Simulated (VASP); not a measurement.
# Cd49Se47 (a cell with a defect) in VASP: single point with PBEsol

Aim: the single point of Cd49Se47 (a cell with a defect) with PBEsol.

Program: VASP 6.6.1. These are calculated values, not measurements. Logs are shortened: lines on timing, memory, paths and dates and some standing lists are left out, and cuts for length are marked.

### Step 1. The cell of the first run

The cell holds a defect, 96 atoms: a = 12.907 Å, b = 14.903 Å, c = 14.042 Å, α = 90.00°, β = 90.00°, γ = 90.00°.

### Step 2. Single point, PBEsol

File INCAR:

```
PREC = Accurate ; ENCUT = 400
EDIFF = 1E-6 ; ISMEAR = -1
SIGMA = 0.05 ; LREAL = Auto
LASPH = T ; NELM = 120
ALGO = Normal ; ISIF = 2
LWAVE = F ; LCHARG = T
GGA = PS ; LELF = T
LVHAR = T ; ISYM = -1
NBANDS = 489 ; GGA_COMPAT = F
KPAR = 1
```

File KPOINTS:

```
explicit points
1
Reciprocal
  0.25000000   0.25000000   0.25000000 1
```

File POSCAR:

```
Cd49Se47
1.0
   12.9066740000      0.0000000000      0.0000000000
    0.0000000000     14.9033430000      0.0000000000
    0.0000000000      0.0000000000     14.0415350000
Cd Se
49 47
Direct
    0.0002740000      0.1660200000      0.9997220000
    0.0006940000      0.1750620000      0.4978040000
    0.3336290000      0.1673840000      0.9939840000
    0.3336600000      0.1659160000      0.4999220000
    0.1681380000      0.4150530000      0.9971900000
    0.1673550000      0.4224530000      0.4994580000
    0.9998920000      0.6658430000      0.0066040000
    0.9992030000      0.6649710000      0.5011130000
    0.6666040000      0.1673560000      0.9942940000
    0.6661420000      0.1674480000      0.4996770000
    0.4999260000      0.4110070000      0.9900500000
    0.4965430000      0.4259690000      0.4356320000
    0.3372970000      0.6616750000      0.0062260000
    0.3167100000      0.6913670000      0.5211280000
    0.1662250000      0.9155660000      0.0022320000
    0.1634160000      0.9225700000      0.5025830000
    0.8315950000      0.4147110000      0.9980520000
    0.8311090000      0.4223030000      0.4990760000
    0.6625410000      0.6617090000      0.0083790000
    0.6793460000      0.6916940000      0.5216420000
    0.5001530000      0.9173980000      0.0045640000
    0.5023570000      0.9201400000      0.5028410000
    0.8345360000      0.9159720000      0.0028200000
    0.8399420000      0.9250210000      0.5033570000
    0.1658860000      0.0779430000      0.2490870000
    0.1671480000      0.0860830000      0.7498770000
    0.9996110000      0.3318410000      0.2479190000
    0.9999590000      0.3339300000      0.7493150000
    0.5001210000      0.0811030000      0.2483550000
    0.5004530000      0.0850470000      0.7478910000
    0.3262430000      0.3235720000      0.2448810000
    0.3416810000      0.3409690000      0.7364960000
    0.1700620000      0.5824160000      0.2505030000
    0.1636490000      0.5832780000      0.7554690000
    0.9999720000      0.8299180000      0.2541830000
    0.0008560000      0.8351600000      0.7525230000
    0.8344290000      0.0783640000      0.2491730000
    0.8339660000      0.0866790000      0.7500110000
    0.6721810000      0.3240010000      0.2456500000
    0.6587720000      0.3409090000      0.7365670000
    0.4955620000      0.5459980000      0.2676590000
    0.5024570000      0.5774720000      0.7458160000
    0.3348410000      0.8246240000      0.2483390000
    0.3343710000      0.8376380000      0.7592530000
    0.8269530000      0.5824360000      0.2515380000
    0.8384030000      0.5829940000      0.7568700000
    0.6657720000      0.8242050000      0.2491270000
    0.6675270000      0.8386890000      0.7610680000
    0.5015680000      0.6128670000      0.4562850000
    0.0003180000      0.1640030000      0.1876930000
    0.0007480000      0.1683090000      0.6857650000
    0.3316060000      0.1583700000      0.1820380000
    0.3341260000      0.1693020000      0.6869490000
    0.1658170000      0.4157330000      0.1853040000
    0.1659700000      0.4191830000      0.6869610000
    0.9986450000      0.6625510000      0.1942300000
    0.0007230000      0.6684000000      0.6894760000
    0.6685770000      0.1588040000      0.1823690000
    0.6667940000      0.1694270000      0.6867900000
    0.4992790000      0.3936020000      0.1755070000
    0.5002550000      0.4235240000      0.6561300000
    0.3449750000      0.6553310000      0.1952930000
    0.3323940000      0.6689820000      0.7023030000
    0.1674130000      0.9101460000      0.1900760000
    0.1683770000      0.9180850000      0.6904810000
    0.8331380000      0.4156610000      0.1861610000
    0.8343390000      0.4193800000      0.6868940000
    0.6513220000      0.6547540000      0.1975070000
    0.6712570000      0.6705490000      0.7040430000
    0.5004430000      0.9126830000      0.1917020000
    0.5010520000      0.9167680000      0.6906350000
    0.8328790000      0.9105870000      0.1905210000
    0.8335280000      0.9186510000      0.6910920000
    0.1644790000      0.0868920000      0.4368690000
    0.1660750000      0.0814840000      0.9374950000
    0.9993830000      0.3413590000      0.4359220000
    0.9997690000      0.3324630000      0.9370530000
    0.5001720000      0.0854090000      0.4361800000
    0.5000920000      0.0816190000      0.9358330000
    0.3258390000      0.3303430000      0.4324960000
    0.3316890000      0.3322850000      0.9260990000
    0.1732270000      0.5901280000      0.4401620000
    0.1667810000      0.5838960000      0.9429250000
    0.0007190000      0.8334830000      0.4420560000
    0.0001000000      0.8314470000      0.9403470000
    0.8356780000      0.0889600000      0.4367710000
    0.8341350000      0.0817070000      0.9376320000
    0.6698070000      0.3325440000      0.4330710000
    0.6680480000      0.3321710000      0.9263120000
    0.5003130000      0.5794360000      0.9348700000
    0.3324270000      0.8445430000      0.4366770000
    0.3342070000      0.8304750000      0.9460860000
    0.8256560000      0.5901370000      0.4409930000
    0.8326580000      0.5835900000      0.9443050000
    0.6722780000      0.8461310000      0.4369530000
    0.6663500000      0.8305330000      0.9477310000
```

Potentials or basis: VASP PAW PBE potentials, release 64 (Cd, Se).

The run is started by

```console
> cat potpaw_PBE.64/Cd/POTCAR potpaw_PBE.64/Se/POTCAR > POTCAR
> mpirun -np 4 vasp_std > vasp.out
```

OUTCAR:

```text
PREC = Accurate
   ENCUT = 400
   EDIFF = 1E-6
   ISMEAR = -1
   LREAL = Auto
   LASPH = T
   NELM = 120
   ISIF = 2
   GGA = PS
   ISYM = -1

 ion  position               nearest neighbor table
   1  0.000  0.166  1.000-  77 2.63  75 2.63  87 2.63  50 2.64
   2  0.001  0.175  0.498-  76 2.63  86 2.63  74 2.63  51 2.64
   3  0.334  0.167  0.994-  79 2.63  75 2.64  81 2.64  52 2.64
   4  0.334  0.166  0.500-  78 2.62  53 2.63  80 2.63  74 2.63
   5  0.168  0.415  0.997-  83 2.63  77 2.64  81 2.64  54 2.64
   6  0.167  0.422  0.499-  55 2.63  82 2.64  80 2.64  76 2.64
   7  1.000  0.666  0.007-  94 2.63  83 2.63  56 2.64  85 2.64
   8  0.999  0.665  0.501-  93 2.64  84 2.64  57 2.65  82 2.65
   9  0.667  0.167  0.994-  79 2.63  87 2.63  89 2.64  58 2.64
  10  0.666  0.167  0.500-  78 2.62  59 2.63  88 2.63  86 2.63
  11  0.500  0.411  0.990-  60 2.62  89 2.62  81 2.63  90 2.63
  12  0.497  0.426  0.436-  80 2.62  88 2.63  49 2.80  41 2.96  61 3.10
  13  0.337  0.662  0.006-  90 2.63  83 2.64  92 2.65  62 2.66
  14  0.317  0.691  0.521-  63 2.57  91 2.58  82 2.65  49 2.81
  15  0.166  0.916  0.002-  85 2.63  92 2.63  75 2.63  64 2.64
  16  0.163  0.923  0.503-  74 2.62  84 2.63  91 2.64  65 2.64
  17  0.832  0.415  0.998-  94 2.63  77 2.64  66 2.64  89 2.64
  18  0.831  0.422  0.499-  93 2.63  76 2.64  67 2.64  88 2.64
[... 20 lines left out ...]
  39  0.672  0.324  0.246-  58 2.62  66 2.62  88 2.63  60 2.65
  40  0.659  0.341  0.737-  61 2.64  67 2.64  59 2.65  89 2.67
  41  0.496  0.546  0.268-  60 2.61  62 2.73  68 2.76  49 2.83  12 2.96
  42  0.502  0.577  0.746-  61 2.62  69 2.65  90 2.65  63 2.66
  43  0.335  0.825  0.248-  70 2.63  62 2.63  64 2.64  91 2.66
  44  0.334  0.838  0.759-  92 2.63  71 2.64  63 2.64  65 2.64
  45  0.827  0.582  0.252-  68 2.62  56 2.64  66 2.65  93 2.66
  46  0.838  0.583  0.757-  57 2.63  69 2.63  67 2.63  94 2.63
  47  0.666  0.824  0.249-  68 2.63  70 2.63  72 2.64  95 2.66
[... 47 lines left out ...]
  95  0.672  0.846  0.437-  20 2.59  22 2.62  24 2.63  47 2.66
  96  0.666  0.831  0.948-  48 2.62  21 2.63  23 2.63  19 2.66

IMPORTANT INFORMATION: All symmetrisations will be switched off!
NOSYMM: (Re-)initialisation of all symmetry stuff for point group C_1.

----------------------------------------------------------------------------------------

                                     Primitive cell

  volume of cell :    2700.9256

  direct lattice vectors                    reciprocal lattice vectors
    12.906674000  0.000000000  0.000000000     0.077479295  0.000000000  0.000000000
     0.000000000 14.903343000  0.000000000     0.000000000  0.067099039  0.000000000
     0.000000000  0.000000000 14.041535000     0.000000000  0.000000000  0.071217285

  length of vectors
    12.906674000 14.903343000 14.041535000     0.077479295  0.067099039  0.071217285

  position of ions in fractional coordinates (direct lattice)
     0.000274000  0.166020000  0.999722000
     0.000694000  0.175062000  0.497804000
     0.333629000  0.167384000  0.993984000
     0.333660000  0.165916000  0.499922000
     0.168138000  0.415053000  0.997190000
     0.167355000  0.422453000  0.499458000
[... 88 lines left out ...]
     0.672278000  0.846131000  0.436953000
     0.666350000  0.830533000  0.947731000

  ion indices of the primitive-cell ions
   primitive index   ion index
                 1           1
                 2           2
                 3           3
                 4           4
                 5           5
                 6           6
[... 88 lines left out ...]
                95          95
                96          96

----------------------------------------------------------------------------------------

 KPOINTS: explicit points

Read explicit list of k-points.

 Found      1 k-points:

 Following reciprocal coordinates:
            Coordinates               Weight
  0.250000  0.250000  0.250000      1.000000
   k-points           NKPTS =      1   k-points in BZ     NKDIM =      1   number of bands    NBANDS=    492
   number of dos      NEDOS =    301   number of ions     NIONS =     96
   total plane-waves  NPLWV = 790272
   dimension x,y,z NGX =    84 NGY =   98 NGZ =   96
   dimension x,y,z NGXF=   168 NGYF=  196 NGZF=  192
   ions per type =              49  47
   NGX,Y,Z   is equivalent  to a cutoff of  10.82, 10.93, 11.37 a.u.
   NGXF,Y,Z  is equivalent  to a cutoff of  21.64, 21.86, 22.73 a.u.
 SYSTEM =  unknown system
   PREC   = accura    normal or accurate (medium, high low for compatibility)
   ISTART =      0    job   : 0-new  1-cont  2-samecut
   ICHARG =      2    charge: 1-file 2-atom 10-const
   ISPIN  =      1    spin polarized calculation?
   LNONCOLLINEAR =      F non collinear calculations
   LSORBIT =      F    spin-orbit coupling
   LASPH  =      T    aspherical Exc in radial PAW
   ENCUT  =  400.0 eV  29.40 Ry    5.42 a.u.  21.05 24.30 22.90*2*pi/ulx,y,z
   NELM   =    120;   NELMIN=  2; NELMDL= -5     # of ELM steps
   EDIFF  = 0.1E-05   stopping-criterion for ELM
   LREAL  =      T    real-space projection
   EDIFFG = 0.1E-04   stopping-criterion for IOM
   NSW    =      0    number of steps for IOM
   IBRION =     -1    ionic relax: 0-MD 1-quasi-New 2-CG
   NFREE  =      0    steps in history (QN), initial steepest desc. (CG)
   ISIF   =      2    stress and relaxation
   ISYM   =     -1    0-nonsym 1-usesym 2-fastsym
   POTIM  = 0.5000    time-step for ionic-motion
   TEBEG  =    0.0;   TEEND  =   0.0 temperature during run
   PSTRESS=    0.0 pullay stress
   NELECT =     870.0000    total number of electrons
   NUPDOWN=      -1.0000    fix difference up-down
   EMIN   =  10.00;   EMAX   =-10.00  energy-range for DOS
   EFERMI =   0.00;   METHOD = LEGACY
   ISMEAR =    -1;   SIGMA  =   0.05  broadening in eV -4-tet -1-fermi 0-gaus
   EFERMI_NEDOS =   21; number of points for ismear=-14 and -15
   IALGO  =     38    algorithm
   IMIX   =      4    mixing-type and parameters
     AMIX     =   0.40;   BMIX     =  1.00
     AMIX_MAG =   1.60;   BMIX_MAG =  1.00
  volume/ion in A,a.u.               =      28.13       189.86
  Fermi-wavevector in a.u.,A,eV,Ry     =   1.122218  2.120684 17.134798  1.259372
  Thomas-Fermi vector in A             =   2.258876
   LORBIT       =      0    0 simple, 1 ext, 2 COOP (PROOUT), +10 PAW based schemes
   GGA     = PS    functional components
   LHFCALC =     F    Hartree Fock is set to
   AEXX    =    0.0000 exact exchange contribution
   IVDW    =     0    specifies the selected vdW correction
   LEPSILON=     F    determine dielectric tensor
   LRPA    =     F    only Hartree local field effects (RPA)
 non-spin polarized calculation
  energy-cutoff  :      400.00
  volume of cell :     2700.93
 maximum number of plane-waves:     49072
 NGX is ok and might be reduce to    84
   NGX = 43   NGY = 49   NGZ = 45

 number of electron     869.9999916 magnetization

 Free energy of the ion-electron system (eV)
  ---------------------------------------------------
  ext. energy  EPLUGINS =         0.00000000
  ---------------------------------------------------
  free energy    TOTEN  =      -290.39192885 eV

  energy without entropy =     -290.39084845  energy(sigma->0) =     -290.39138865

 E-fermi :   1.9058     XC(G=0):  -9.1089

 val. band max:        1.5385265636   @ k =   0.2500   0.2500   0.2500
 cond. band min:       2.2737469147   @ k =   0.2500   0.2500   0.2500
 fundamental gap:      0.7352203511
 Fermi energy:         1.9058352965

 k-point     1 :       0.2500    0.2500    0.2500
  band No.  band energies     occupation
      1     -11.7952      2.00000
      2     -11.7099      2.00000
      3     -11.6938      2.00000
      4     -11.6735      2.00000
      5     -11.6185      2.00000
      6     -11.6025      2.00000
[... 439 lines left out ...]
    446       3.6228      0.00000
    447       3.6758      0.00000
 [bands above 447 left out]

------------------------ aborting loop because EDIFF is reached ----------------------------------------

  FORCE on cell =-STRESS in cart. coord.  units (eV):
  Direction    XX          YY          ZZ          XY          YZ          ZX
  --------------------------------------------------------------------------------------
  -------------------------------------------------------------------------------------
  Total       -1.8395244      0.3284179     -1.6543476      0.2813579      3.8934087      0.3442961
  in kB       -1.0911978      0.1948160     -0.9813518      0.1669003      2.3095531      0.2042350
  external PRESSURE =      -0.6259112 kB  Pullay stress =       0.0000000 kB

 VOLUME and BASIS-vectors are now :
 -----------------------------------------------------------------------------
  energy-cutoff  :      400.00
  volume of cell :     2700.93
      direct lattice vectors                 reciprocal lattice vectors
    12.906674000  0.000000000  0.000000000     0.077479295  0.000000000  0.000000000
     0.000000000 14.903343000  0.000000000     0.000000000  0.067099039  0.000000000
     0.000000000  0.000000000 14.041535000     0.000000000  0.000000000  0.071217285

 POSITION                                       TOTAL-FORCE (eV/Angst)
 -----------------------------------------------------------------------------------
      0.00354      2.47425     14.03763        -0.001479      0.001888     -0.002373
      0.00896      2.60901      6.98993         0.001050     -0.000096      0.003762
      4.30604      2.49458     13.95706         0.002057      0.010962     -0.005880
      4.30644      2.47270      7.01967        -0.005017     -0.000535      0.009623
      2.17010      6.18568     14.00208         0.007109     -0.008015     -0.007891
      2.16000      6.29596      7.01316         0.002821     -0.010210      0.007154
[... 88 lines left out ...]
      8.67687     12.61018      6.13549         0.015220      0.009752     -0.016454
      8.60036     12.37772     13.30760        -0.006450     -0.006182      0.000675
 -----------------------------------------------------------------------------------
    total drift:                               -0.005549     -0.027086      0.070222

  FREE ENERGIE OF THE ION-ELECTRON SYSTEM (eV)
  ---------------------------------------------------
  free  energy   TOTEN  =      -290.3919288455 eV

  energy  without entropy=     -290.3908484538  energy(sigma->0) =     -290.39138865
```

It took 9.9 min on 4 MPI ranks of Intel Xeon Platinum 8259CL at 2.50GHz (Skylake/Cascade Lake), shared host; peak memory 0.69 GiB.

Results:

- Free energy: -290.3919 eV
- Pressure: -0.1 GPa
- Largest force: 0.041 eV/Å
- Band gap on the k mesh: 0.74 eV

Forces on the atoms (eV/Å):
```
Cd  -0.001  0.002 -0.002
Cd   0.001  0.000  0.004
Cd   0.002  0.011 -0.006
Cd  -0.005 -0.001  0.010
Cd   0.007 -0.008 -0.008
Cd   0.003 -0.010  0.007
Cd   0.002  0.003 -0.004
Cd  -0.003  0.005  0.002
Cd  -0.001  0.012 -0.004
Cd   0.004  0.004  0.007
Cd   0.001 -0.007 -0.001
Cd   0.003  0.001  0.009
Cd   0.000  0.003  0.000
Cd   0.006 -0.011 -0.009
Cd   0.001  0.001 -0.002
Cd  -0.002  0.006  0.006
Cd  -0.009 -0.010 -0.004
Cd  -0.004 -0.005  0.004
Cd   0.000  0.002 -0.007
Cd   0.009  0.002  0.004
Cd  -0.003  0.003 -0.010
Cd   0.012 -0.001  0.009
Cd   0.004  0.003 -0.004
Cd  -0.005 -0.001  0.007
Cd  -0.001 -0.004  0.002
Cd   0.007  0.005 -0.005
Cd  -0.001 -0.002 -0.001
Cd  -0.002  0.004 -0.001
Cd   0.004  0.006  0.002
Cd  -0.001  0.004 -0.003
Cd   0.002  0.002  0.005
Cd   0.022  0.007  0.002
Cd  -0.001 -0.007 -0.007
Cd  -0.004 -0.007  0.006
Cd   0.003  0.004  0.001
Cd  -0.004  0.007 -0.002
Cd  -0.002  0.003  0.001
Cd  -0.005 -0.001 -0.006
Cd  -0.002  0.002  0.002
Cd  -0.018  0.006  0.005
Cd  -0.006  0.003  0.013
Cd   0.014 -0.024 -0.008
Cd  -0.005 -0.004 -0.010
Cd   0.002  0.010  0.002
Cd   0.011 -0.010  0.004
Cd  -0.013 -0.001 -0.003
Cd   0.003  0.007  0.011
Cd   0.004 -0.004 -0.008
Cd  -0.007  0.004  0.006
Se  -0.007 -0.009 -0.001
Se   0.005 -0.005  0.004
Se   0.000 -0.004  0.000
Se   0.004 -0.001  0.005
Se  -0.004  0.005  0.006
Se   0.013 -0.008 -0.002
Se   0.000  0.005  0.003
Se   0.008  0.003 -0.007
Se   0.000 -0.005  0.001
Se   0.004 -0.003  0.006
Se  -0.001 -0.017 -0.016
Se  -0.008  0.001 -0.040
Se   0.016  0.005  0.007
Se  -0.005  0.007  0.010
Se  -0.004  0.001  0.000
Se  -0.003 -0.002  0.000
Se  -0.002  0.010 -0.003
Se  -0.008 -0.008 -0.003
Se  -0.023  0.002  0.003
Se   0.002  0.003  0.025
Se   0.001 -0.004  0.006
Se  -0.004  0.001 -0.001
Se   0.003 -0.005 -0.001
Se   0.006  0.001  0.004
Se  -0.007  0.004 -0.003
Se   0.013 -0.005 -0.001
Se  -0.006  0.008 -0.002
Se  -0.002 -0.001  0.002
Se   0.000 -0.009 -0.006
Se   0.000 -0.002  0.009
Se  -0.005  0.002 -0.001
Se  -0.018 -0.003  0.002
Se   0.002  0.005 -0.003
Se   0.003 -0.003  0.009
Se   0.003 -0.009 -0.011
Se   0.001  0.004 -0.002
Se   0.013 -0.003  0.003
Se  -0.016 -0.005 -0.001
Se   0.002  0.008  0.001
Se   0.019  0.000 -0.001
Se  -0.002  0.010  0.002
Se  -0.010  0.013 -0.010
Se   0.003 -0.003  0.009
Se  -0.017  0.001 -0.009
Se   0.003 -0.002  0.007
Se   0.015  0.010 -0.016
Se  -0.006 -0.006  0.001
```

Caveat: semilocal functionals underestimate gaps, and a narrow one can read as zero; the PAW data sets were made with another functional, which shifts forces and pressure a little.
